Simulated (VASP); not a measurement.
# Ti (Fm-3m) in VASP: settings compared

Aim: see how the results for Ti move with the level of theory and the settings. Levels: PBEsol, PBE, PBE+D3(BJ), LDA, BLYP. Tasks: single point.

Program: VASP 6.6.1. These are calculated values, not measurements. Logs are shortened: lines on timing, memory, paths and dates and some standing lists are left out, and cuts for length are marked.

**1. The cell of the first run**

The structure is cubic, space group Fm-3m (No. 225). The conventional cell has a = 4.060 Å, b = 4.060 Å, c = 4.060 Å, α = 90.00°, β = 90.00°, γ = 90.00°. Ti (site symmetry m-3m) has 12 Ti at 2.87 Å within 3.8 Å.

**2. Single point, PBEsol**

File INCAR:

```
SYSTEM = Ti
ALGO = Normal ; EDIFF = 1E-6
ENCUT = 500 ; GGA = PS
GGA_COMPAT = .False. ; ISIF = 2
ISMEAR = 0 ; LASPH = .True.
LCHARG = .False. ; LREAL = .False.
LWAVE = .False. ; NBANDS = 12
NELM = 120 ; PREC = Accurate
SIGMA = 0.1
```

File KPOINTS:

```
k-points
0
Gamma
  4 4 4
  0 0 0
```

File POSCAR:

```
Ti
1.0
    0.0000000000      2.0300000000      2.0300000000
    2.0300000000      0.0000000000      2.0300000000
    2.0300000000      2.0300000000      0.0000000000
Ti
1
Direct
   -0.1231527094      0.1231527094      0.1231527094
```

Potentials or basis: VASP PAW PBE potentials, release 64 (Ti_sv).

On the command line:

```console
cat potpaw_PBE.64/Ti_sv/POTCAR > POTCAR
mpirun -np 1 vasp_std > vasp.out
```

OUTCAR:

```text
SYSTEM = Ti
   EDIFF = 1E-6
   ENCUT = 500
   GGA = PS
   ISIF = 2
   ISMEAR = 0
   LASPH = .True.
   LREAL = .False.
   NELM = 120
   PREC = Accurate

 ion  position               nearest neighbor table
   1  0.877  0.123  0.123-

  LATTYP: Found a face centered cubic cell.
 ALAT       =     4.0600000000

  Lattice vectors:

 A1 = (   0.0000000000,   2.0300000000,   2.0300000000)
 A2 = (   2.0300000000,   0.0000000000,   2.0300000000)
 A3 = (   2.0300000000,   2.0300000000,   0.0000000000)

Analysis of symmetry for initial positions (statically):
=====================================================================
 Subroutine PRICEL returns:
 Original cell was already a primitive cell.

 Routine SETGRP: Setting up the symmetry group for a
 face centered cubic supercell.

 Subroutine GETGRP returns: Found 48 space group operations
 (whereof  8 operations were pure point group operations)
 out of a pool of 48 trial point group operations.

The static configuration has the point symmetry C_4v.
 The point group associated with its full space group is O_h .

Analysis of symmetry for dynamics (positions and initial velocities):
=====================================================================
 Subroutine PRICEL returns:
 Original cell was already a primitive cell.

 Routine SETGRP: Setting up the symmetry group for a
 face centered cubic supercell.

 Subroutine GETGRP returns: Found 48 space group operations
 (whereof  8 operations were pure point group operations)
 out of a pool of 48 trial point group operations.

The dynamic configuration has the point symmetry C_4v.
 The point group associated with its full space group is O_h .

 Subroutine INISYM returns: Found 48 space group operations
 (whereof  8 operations are pure point group operations),
 and found     1 'primitive' translations

----------------------------------------------------------------------------------------

                                     Primitive cell

  volume of cell :      16.7309

  direct lattice vectors                    reciprocal lattice vectors
     0.000000000  2.030000000  2.030000000    -0.246305419  0.246305419  0.246305419
     2.030000000  0.000000000  2.030000000     0.246305419 -0.246305419  0.246305419
     2.030000000  2.030000000  0.000000000     0.246305419  0.246305419 -0.246305419

  length of vectors
     2.870853532  2.870853532  2.870853532     0.426613499  0.426613499  0.426613499

  position of ions in fractional coordinates (direct lattice)
     0.876847291  0.123152709  0.123152709
[... 67 lines left out ...]
   POTIM  = 0.5000    time-step for ionic-motion
   TEBEG  =    0.0;   TEEND  =   0.0 temperature during run
   PSTRESS=    0.0 pullay stress
   NELECT =      12.0000    total number of electrons
   NUPDOWN=      -1.0000    fix difference up-down
   EMIN   =  10.00;   EMAX   =-10.00  energy-range for DOS
   EFERMI =   0.00;   METHOD = LEGACY
   ISMEAR =     0;   SIGMA  =   0.10  broadening in eV -4-tet -1-fermi 0-gaus
   EFERMI_NEDOS =   21; number of points for ismear=-14 and -15
   IALGO  =     38    algorithm
   IMIX   =      4    mixing-type and parameters
     AMIX     =   0.40;   BMIX     =  1.00
     AMIX_MAG =   1.60;   BMIX_MAG =  1.00
  volume/ion in A,a.u.               =      16.73       112.91
  Fermi-wavevector in a.u.,A,eV,Ry     =   1.465421  2.769245 29.217967  2.147460
  Thomas-Fermi vector in A             =   2.581280
   LORBIT       =      0    0 simple, 1 ext, 2 COOP (PROOUT), +10 PAW based schemes
   GGA     = PS    functional components
   LHFCALC =     F    Hartree Fock is set to
   AEXX    =    0.0000 exact exchange contribution
   IVDW    =     0    specifies the selected vdW correction
   LEPSILON=     F    determine dielectric tensor
   LRPA    =     F    only Hartree local field effects (RPA)
 non-spin polarized calculation
 Gauss-broadening in eV      SIGMA  =   0.10
  energy-cutoff  :      500.00
  volume of cell :       16.73
 maximum number of plane-waves:       444
 NGX is ok and might be reduce to    24
   NGX = 11   NGY = 11   NGZ = 11

 number of electron      12.0000002 magnetization

 Free energy of the ion-electron system (eV)
  ---------------------------------------------------
  ext. energy  EPLUGINS =         0.00000000
  ---------------------------------------------------
  free energy    TOTEN  =        -8.26575685 eV

  energy without entropy =       -8.25325834  energy(sigma->0) =       -8.25950759

 E-fermi :   8.4986     XC(G=0): -11.8077

 val. band max:        8.4903603954   @ k =  -0.2500   0.2500   0.0000
 cond. band min:       8.6110361769   @ k =   0.2500   0.0000   0.0000
 fundamental gap:      0.1206757816
 Fermi energy:         8.4985528695

 k-point     1 :       0.0000    0.0000    0.0000
  band No.  band energies     occupation
      1     -47.8423      2.00000
      2     -23.7533      2.00000
      3     -23.7533      2.00000
      4     -23.7533      2.00000
      5       2.3148      2.00000
      6       9.4479      0.00000
      7       9.4479      0.00000
      8       9.4479      0.00000
      9      11.1607      0.00000
     10      11.1607      0.00000
     11      23.9845      0.00000
     12      28.5783      0.00000
[... 91 lines left out ...]
 k-point     8 :      -0.2500    0.5000    0.2500
  band No.  band energies     occupation
      1     -47.6489      2.00000
      2     -24.2486      2.00000
      3     -24.2486      2.00000
      4     -24.0340      2.00000
      5       6.9018      2.00000
      6       8.1440      2.00000
      7       8.1440      2.00000
      8      10.7501      0.00000
      9      12.6216      0.00000
     10      17.2558      0.00000
     11      17.2558      0.00000
     12      19.4062      0.00000

------------------------ aborting loop because EDIFF is reached ----------------------------------------

  FORCE on cell =-STRESS in cart. coord.  units (eV):
  Direction    XX          YY          ZZ          XY          YZ          ZX
  --------------------------------------------------------------------------------------
  -------------------------------------------------------------------------------------
  Total       -0.0831126     -0.0831126     -0.0831126      0.0000000     -0.0000000     -0.0000000
  in kB       -7.9590125     -7.9590125     -7.9590125      0.0000000     -0.0000000     -0.0000000
  external PRESSURE =      -7.9590125 kB  Pullay stress =       0.0000000 kB

 VOLUME and BASIS-vectors are now :
 -----------------------------------------------------------------------------
  energy-cutoff  :      500.00
  volume of cell :       16.73
      direct lattice vectors                 reciprocal lattice vectors
     0.000000000  2.030000000  2.030000000    -0.246305419  0.246305419  0.246305419
     2.030000000  0.000000000  2.030000000     0.246305419 -0.246305419  0.246305419
     2.030000000  2.030000000  0.000000000     0.246305419  0.246305419 -0.246305419

 POSITION                                       TOTAL-FORCE (eV/Angst)
 -----------------------------------------------------------------------------------
      0.50000      2.03000      2.03000        -0.000000      0.000000     -0.000000
 -----------------------------------------------------------------------------------
    total drift:                                0.000005     -0.000000     -0.000000

  FREE ENERGIE OF THE ION-ELECTRON SYSTEM (eV)
  ---------------------------------------------------
  free  energy   TOTEN  =        -8.2657568476 eV

  energy  without entropy=       -8.2532583379  energy(sigma->0) =       -8.25950759
```

OSZICAR:

```text
N       E                     dE             d eps       ncg     rms          rms(c)
DAV:   1     0.768393140274E+02    0.76839E+02   -0.57260E+03   192   0.112E+03
DAV:   2    -0.267029379486E+01   -0.79510E+02   -0.77381E+02   192   0.275E+02
DAV:   3    -0.900773694267E+01   -0.63374E+01   -0.62447E+01   284   0.724E+01
DAV:   4    -0.927976757743E+01   -0.27203E+00   -0.27188E+00   224   0.114E+01
DAV:   5    -0.928819917055E+01   -0.84316E-02   -0.84314E-02   236   0.170E+00    0.896E+00
DAV:   6    -0.826542426884E+01    0.10228E+01   -0.21722E+00   200   0.220E+01    0.231E+00
DAV:   7    -0.825602836233E+01    0.93959E-02   -0.86599E-02   216   0.332E+00    0.130E+00
DAV:   8    -0.826552895240E+01   -0.95006E-02   -0.38953E-02   192   0.210E+00    0.691E-02
DAV:   9    -0.826567646176E+01   -0.14751E-03   -0.14672E-03   240   0.290E-01    0.674E-02
DAV:  10    -0.826577304264E+01   -0.96581E-04   -0.19363E-04   204   0.118E-01    0.155E-02
DAV:  11    -0.826575715163E+01    0.15891E-04   -0.33378E-05   232   0.684E-02    0.826E-03
DAV:  12    -0.826575684757E+01    0.30405E-06   -0.13811E-06   188   0.145E-02
   1 F= -.82657568E+01 E0= -.82595076E+01  d E =-.124985E-01
```

Run time: 5.1 s. Hardware: 1 thread of AMD EPYC 7R13, shared host; peak memory 0.1 GiB.

Results:

- Free energy: -8.2658 eV
- Pressure: -0.8 GPa
- Band gap on the k mesh: zero (band 6 reaches 9.45 eV, above the bottom of band 7 at 8.14 eV)

Caveat: the k points lie up to 0.67 Å⁻¹ apart; the PAW data sets were made with another functional, which shifts forces and pressure a little.

**3. Single point, PBE**

File INCAR:

```
SYSTEM = Ti
ALGO = Normal ; EDIFF = 1E-6
ENCUT = 500 ; GGA = PE
GGA_COMPAT = .FALSE. ; ISIF = 2
ISMEAR = 0 ; ISYM = 0
LASPH = .TRUE. ; LCHARG = .FALSE.
LREAL = .FALSE. ; LWAVE = .FALSE.
NBANDS = 12 ; NELM = 120
PREC = Accurate ; SIGMA = 0.1
```

File KPOINTS:

```
k-points
0
G
  3 1 6
  0 0 0
```

POSCAR, as its differences from that of step 2:

```diff
@@ -8,2 +8,2 @@
 Direct
-   -0.1231527094      0.1231527094      0.1231527094
+    0.0000000000      0.0000000000      0.0000000000
```

Potentials or basis: VASP PAW PBE potentials, release 64 (Ti_sv).

On the command line:

```console
cat potpaw_PBE.64/Ti_sv/POTCAR > POTCAR
mpirun -np 1 vasp_std > vasp.out
```

It took 8.4 s on 1 thread of AMD EPYC 7R13, shared host; peak memory 0.1 GiB.

The run converged, but its numbers aren't listed here, since they failed a check.

Caveat: the k points lie up to 2.68 Å⁻¹ apart.

(Continued in part 2 of 2.)
